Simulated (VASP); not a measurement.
# Ho (Im-3m) in VASP: settings compared

Aim: see how the results for Ho move with the level of theory and the settings. Levels: PBEsol+D4, PBEsol. Tasks: single point.

Everything below comes from runs of VASP 6.6.1. Logs are shortened: lines on timing, memory, paths and dates and some standing lists are left out, and cuts for length are marked.

**1. The cell of the first run**

It takes space group Im-3m (No. 229, cubic). Conventional cell: a = 3.981 Å, b = 3.981 Å, c = 3.981 Å, α = 90.00°, β = 90.00°, γ = 90.00°. Within 4.5 Å of Ho (site symmetry m-3m) lie 14 Ho at 3.45 to 3.98 Å.

This isn't the form of Ho at room conditions, which is hcp.

**2. Single point, PBEsol+D4, collinear spin, ferromagnetic start**

The input, INCAR:

```
PREC = Accurate
ENCUT = 600
EDIFF = 1E-6
ISMEAR = -1
SIGMA = 0.1
LREAL = F
LASPH = T
NELM = 200
ALGO = Normal
ISIF = 2
LWAVE = F
LCHARG = T
ISPIN = 2
MAGMOM = 4
LORBIT = 11
LMAXMIX = 6
GGA = PS
IVDW = 13
LELF = T
LVHAR = T
NBANDS = 20
GGA_COMPAT = F
```

The input, KPOINTS:

```
regular mesh
0
Gamma
  5 5 5
```

The input, POSCAR:

```
Ho
1.0
   -1.9905175100      1.9905175100      1.9905175100
    1.9905175100     -1.9905175100      1.9905175100
    1.9905175100      1.9905175100     -1.9905175100
Ho
1
Direct
    0.0000000000      0.0000000000      0.0000000000
```

Potentials or basis: VASP PAW PBE potentials, release 64 (Ho).

Started as:

```sh
$ cat potpaw_PBE.64/Ho/POTCAR > POTCAR
$ mpirun -np 1 vasp_std > vasp.out
```

OUTCAR:

```text
PREC = Accurate
   ENCUT = 600
   EDIFF = 1E-6
   ISMEAR = -1
   LREAL = F
   LASPH = T
   NELM = 200
   ISIF = 2
   ISPIN = 2
   LORBIT = 11
   GGA = PS
   IVDW = 13

 ion  position               nearest neighbor table
   1  0.000  0.000  0.000-

  LATTYP: Found a body centered cubic cell.
 ALAT       =     3.9810350200

  Lattice vectors:

 A1 = (  -1.9905175100,   1.9905175100,   1.9905175100)
 A2 = (   1.9905175100,  -1.9905175100,   1.9905175100)
 A3 = (   1.9905175100,   1.9905175100,  -1.9905175100)

Analysis of symmetry for initial positions (statically):
=====================================================================
 Subroutine PRICEL returns:
 Original cell was already a primitive cell.

 Routine SETGRP: Setting up the symmetry group for a
 body centered cubic supercell.

 Subroutine GETGRP returns: Found 48 space group operations
 (whereof 48 operations were pure point group operations)
 out of a pool of 48 trial point group operations.

The static configuration has the point symmetry O_h .

Analysis of symmetry for dynamics (positions and initial velocities):
=====================================================================
 Subroutine PRICEL returns:
 Original cell was already a primitive cell.

 Routine SETGRP: Setting up the symmetry group for a
 body centered cubic supercell.

 Subroutine GETGRP returns: Found 48 space group operations
 (whereof 48 operations were pure point group operations)
 out of a pool of 48 trial point group operations.

The dynamic configuration has the point symmetry O_h .

Analysis of structural, dynamic, and magnetic symmetry:
=====================================================================
 Subroutine PRICEL returns:
 Original cell was already a primitive cell.

 Routine SETGRP: Setting up the symmetry group for a
 body centered cubic supercell.

 Subroutine GETGRP returns: Found 48 space group operations
 (whereof 48 operations were pure point group operations)
 out of a pool of 48 trial point group operations.

The overall configuration has the point symmetry O_h .

 Subroutine INISYM returns: Found 48 space group operations
 (whereof 48 operations are pure point group operations),
 and found     1 'primitive' translations

----------------------------------------------------------------------------------------

                                     Primitive cell

  volume of cell :      31.5470

  direct lattice vectors                    reciprocal lattice vectors
    -1.990517510  1.990517510  1.990517510     0.000000000  0.251190958  0.251190958
     1.990517510 -1.990517510  1.990517510     0.251190958  0.000000000  0.251190958
     1.990517510  1.990517510 -1.990517510     0.251190958  0.251190958  0.000000000

  length of vectors
     3.447677461  3.447677461  3.447677461     0.355237659  0.355237659  0.355237659

  position of ions in fractional coordinates (direct lattice)
     0.000000000  0.000000000  0.000000000

  ion indices of the primitive-cell ions
   primitive index   ion index
                 1           1

----------------------------------------------------------------------------------------

 KPOINTS: regular mesh

Automatic generation of k-mesh.
 Grid dimensions read from file:
 generate k-points for:    5    5    5

 Generating k-lattice:

  Cartesian coordinates                     Fractional coordinates (reciprocal lattice)
     0.000000000  0.050238192  0.050238192     0.200000000  0.000000000  0.000000000
     0.050238192  0.000000000  0.050238192     0.000000000  0.200000000  0.000000000
     0.050238192  0.050238192  0.000000000     0.000000000  0.000000000  0.200000000

  Length of vectors
     0.071047532  0.071047532  0.071047532

  Shift w.r.t. Gamma in fractional coordinates (k-lattice)
     0.000000000  0.000000000  0.000000000

 Subroutine IBZKPT returns following result:
 ===========================================

 Found     10 irreducible k-points:

 Following reciprocal coordinates:
            Coordinates               Weight
  0.000000  0.000000  0.000000      1.000000
  0.200000  0.000000  0.000000     12.000000
  0.400000  0.000000  0.000000     12.000000
  0.200000  0.200000  0.000000     24.000000
  0.400000  0.200000 -0.000000     24.000000
  0.200000  0.200000  0.200000      8.000000
 -0.200000  0.200000  0.200000      6.000000
 -0.400000  0.400000  0.200000     24.000000
 -0.400000 -0.400000  0.200000      8.000000
 -0.400000  0.400000  0.400000      6.000000
   k-points           NKPTS =     10   k-points in BZ     NKDIM =     10   number of bands    NBANDS=     20
   number of dos      NEDOS =    301   number of ions     NIONS =      1
   total plane-waves  NPLWV =  21952
   dimension x,y,z NGX =    28 NGY =   28 NGZ =   28
   dimension x,y,z NGXF=    56 NGYF=   56 NGZF=   56
   ions per type =               1
   NGX,Y,Z   is equivalent  to a cutoff of  13.50, 13.50, 13.50 a.u.
   NGXF,Y,Z  is equivalent  to a cutoff of  27.00, 27.00, 27.00 a.u.
 SYSTEM =  unknown system
   PREC   = accura    normal or accurate (medium, high low for compatibility)
   ISTART =      0    job   : 0-new  1-cont  2-samecut
   ICHARG =      2    charge: 1-file 2-atom 10-const
   ISPIN  =      2    spin polarized calculation?
   LNONCOLLINEAR =      F non collinear calculations
   LSORBIT =      F    spin-orbit coupling
   LASPH  =      T    aspherical Exc in radial PAW
   ENCUT  =  600.0 eV  44.10 Ry    6.64 a.u.   6.89  6.89  6.89*2*pi/ulx,y,z
   NELM   =    200;   NELMIN=  2; NELMDL= -5     # of ELM steps
   EDIFF  = 0.1E-05   stopping-criterion for ELM
   LREAL  =      F    real-space projection
   EDIFFG = 0.1E-04   stopping-criterion for IOM
   NSW    =      0    number of steps for IOM
   IBRION =     -1    ionic relax: 0-MD 1-quasi-New 2-CG
   NFREE  =      0    steps in history (QN), initial steepest desc. (CG)
   ISIF   =      2    stress and relaxation
   ISYM   =      2    0-nonsym 1-usesym 2-fastsym
   POTIM  = 0.5000    time-step for ionic-motion
   TEBEG  =    0.0;   TEEND  =   0.0 temperature during run
   PSTRESS=    0.0 pullay stress
   NELECT =      21.0000    total number of electrons
   NUPDOWN=      -1.0000    fix difference up-down
   EMIN   =  10.00;   EMAX   =-10.00  energy-range for DOS
   EFERMI =   0.00;   METHOD = LEGACY
   ISMEAR =    -1;   SIGMA  =   0.10  broadening in eV -4-tet -1-fermi 0-gaus
   EFERMI_NEDOS =   21; number of points for ismear=-14 and -15
   IALGO  =     38    algorithm
   IMIX   =      4    mixing-type and parameters
     AMIX     =   0.40;   BMIX     =  1.00
     AMIX_MAG =   1.60;   BMIX_MAG =  1.00
  volume/ion in A,a.u.               =      31.55       212.89
  Fermi-wavevector in a.u.,A,eV,Ry     =   1.429427  2.701225 27.800255  2.043261
  Thomas-Fermi vector in A             =   2.549382
   LORBIT       =     11    0 simple, 1 ext, 2 COOP (PROOUT), +10 PAW based schemes
   GGA     = PS    functional components
   LHFCALC =     F    Hartree Fock is set to
   AEXX    =    0.0000 exact exchange contribution
   IVDW    =    13    specifies the selected vdW correction
   LEPSILON=     F    determine dielectric tensor
   LRPA    =     F    only Hartree local field effects (RPA)
 spin polarized calculation
  energy-cutoff  :      600.00
  volume of cell :       31.55
 maximum number of plane-waves:      1060
   NGX = 13   NGY = 13   NGZ = 13

 number of electron      20.9999996 magnetization       3.5264573

 Free energy of the ion-electron system (eV)
  ---------------------------------------------------
  ext. energy  EPLUGINS =         0.00000000
  ---------------------------------------------------
  free energy    TOTEN  =        -6.66986135 eV

  energy without entropy =       -6.46366213  energy(sigma->0) =       -6.56676174

 E-fermi :   2.5704     XC(G=0): -10.2319

 val. band max:        2.4703867948   @ k =  -0.4000  -0.4000   0.2000
 cond. band min:       2.5911328517   @ k =  -0.4000   0.4000   0.2000
 fundamental gap:      0.1207460569
 Fermi energy:         2.5703590519

 spin component 1

 k-point     1 :       0.0000    0.0000    0.0000
  band No.  band energies     occupation
      1     -45.7763      1.00000
      2     -20.4421      1.00000
      3     -20.4421      1.00000
      4     -20.4421      1.00000
      5      -2.7663      1.00000
      6      -0.5092      1.00000
[... 12 lines left out ...]
     19      13.6679      0.00000
     20      13.6679      0.00000

 k-point     2 :       0.2000    0.0000    0.0000
  band No.  band energies     occupation
      1     -45.7581      1.00000
      2     -20.6778      1.00000
      3     -20.5159      1.00000
      4     -20.4434      1.00000
      5      -1.6839      1.00000
      6      -0.5566      1.00000
[... 176 lines left out ...]
 k-point    10 :      -0.4000    0.4000    0.4000
  band No.  band energies     occupation
      1     -45.6917      1.00000
      2     -20.8939      1.00000
      3     -20.8509      1.00000
      4     -20.8509      1.00000
      5      -0.6834      1.00000
      6      -0.5132      1.00000
[... 12 lines left out ...]
     19      11.7556      0.00000
     20      14.4760      0.00000
 Fermi energy:         2.5703590519

 spin component 2

 k-point     1 :       0.0000    0.0000    0.0000
  band No.  band energies     occupation
      1     -44.2410      1.00000
      2     -19.3239      1.00000
      3     -19.3239      1.00000
      4     -19.3239      1.00000
      5      -2.6048      1.00000
      6       1.9524      0.99793
[... 12 lines left out ...]
     19      13.7778      0.00000
     20      13.7778      0.00000

 k-point     2 :       0.2000    0.0000    0.0000
  band No.  band energies     occupation
      1     -44.2204      1.00000
      2     -19.5889      1.00000
      3     -19.4054      1.00000
      4     -19.3256      1.00000
      5      -1.4985      1.00000
      6       1.9476      0.99803
[... 176 lines left out ...]
 k-point    10 :      -0.4000    0.4000    0.4000
  band No.  band energies     occupation
      1     -44.1453      1.00000
      2     -19.8258      1.00000
      3     -19.7761      1.00000
      4     -19.7761      1.00000
      5       1.4794      0.99998
      6       1.5435      0.99997
[... 12 lines left out ...]
     19      12.2058      0.00000
     20      14.8805      0.00000

------------------------ aborting loop because EDIFF is reached ----------------------------------------

  DFT-D4 for vdW energy calculation

  Edisp (eV):   -0.11515

  FORCE on cell =-STRESS in cart. coord.  units (eV):
  Direction    XX          YY          ZZ          XY          YZ          ZX
  --------------------------------------------------------------------------------------
  -------------------------------------------------------------------------------------
  Total      -0.08665    -0.08665    -0.08665    -0.00000    -0.00000     0.00000
  in kB      -4.40074    -4.40074    -4.40074    -0.00000    -0.00000     0.00000
  external pressure =       -4.40 kB  Pullay stress =        0.00 kB

 VOLUME and BASIS-vectors are now :
 -----------------------------------------------------------------------------
  energy-cutoff  :      600.00
  volume of cell :       31.55
      direct lattice vectors                 reciprocal lattice vectors
    -1.990517510  1.990517510  1.990517510     0.000000000  0.251190958  0.251190958
     1.990517510 -1.990517510  1.990517510     0.251190958  0.000000000  0.251190958
     1.990517510  1.990517510 -1.990517510     0.251190958  0.251190958  0.000000000

 POSITION                                       TOTAL-FORCE (eV/Angst)
 -----------------------------------------------------------------------------------
      0.00000      0.00000      0.00000         0.000000     -0.000000      0.000000
 -----------------------------------------------------------------------------------
    total drift:                               -0.000000     -0.000000     -0.000000

  FREE ENERGIE OF THE ION-ELECTRON SYSTEM (eV)
  ---------------------------------------------------
  free  energy   TOTEN  =        -6.7850082900 eV

  energy  without entropy=       -6.5788090640  energy(sigma->0) =       -6.68190868

 total charge

# of ion       s       p       d       f       tot
--------------------------------------------------
    1        2.123   5.700   0.403  10.322  18.548

 magnetization (x)

# of ion       s       p       d       f       tot
--------------------------------------------------
    1        0.003  -0.024   0.025   3.459   3.463
```

Run time: 25 s. Hardware: 1 thread of Intel Xeon 6975P-C (Granite Rapids), shared host; peak memory 0.18 GiB.

Results:

* Free energy: -6.7850 eV
* Pressure: -0.4 GPa
* Net moment: 3.53 μB per cell
* Site moments: Ho +3.46 μB
* Valence electrons inside the program's atomic spheres: Ho 18.55
* Dispersion energy per atom: -0.115 eV

Caveat: the k points lie up to 0.45 Å⁻¹ apart; the magnetic or orbital state may not be the lowest; the PAW data sets were made with another functional, which shifts forces and pressure a little; spin-orbit coupling is left out, which moves the levels of the heavy elements; semilocal functionals describe open f shells poorly, which spoils levels, moments and volumes. The state reached can hang on the start; a lower one may exist.

(Continued in part 2 of 2.)
